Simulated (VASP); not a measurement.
The system is ZnO.

```
Zn O
1.0
     3.23735    0.00000    0.00000
    -1.61868    2.80363    0.00000
     0.00000    0.00000    5.22206
Zn O
2 2
Direct
  0.66667 0.33333 0.50059
  0.33333 0.66667 0.00059
  0.66667 0.33333 0.87972
  0.33333 0.66667 0.37972
```

Base run:

| Quantity | Value |
| --- | --- |
| Program | VASP 6.6.1 |
| Functional | r2SCAN |
| Potentials or basis | VASP PAW PBE potentials, release 64 (Zn, O) |
| Cutoff | 520 eV |
| k mesh | 12 × 12 × 7 |
| Occupations | fermi-dirac, width 0.01 eV |
| Spin | no spin polarisation |

Its results: band gap on the k mesh 1.23 eV, direct; pressure 0.5 GPa.

**Question.** The run is repeated on the same cell with these changes: functional from r2SCAN to PBE; further incar settings from ALGO = Normal; EDIFF = 1e-06; NBANDS = 26 to ALGO = Normal; EDIFF = 1e-07; NBANDS = 26. What comes out?

**Answer.** Band gap on the k mesh 0.79 eV, direct; pressure 6.6 GPa.

Caveats: the PAW data sets were made with another functional, which shifts forces and pressure a little (some runs).

A k mesh can miss the band edges.
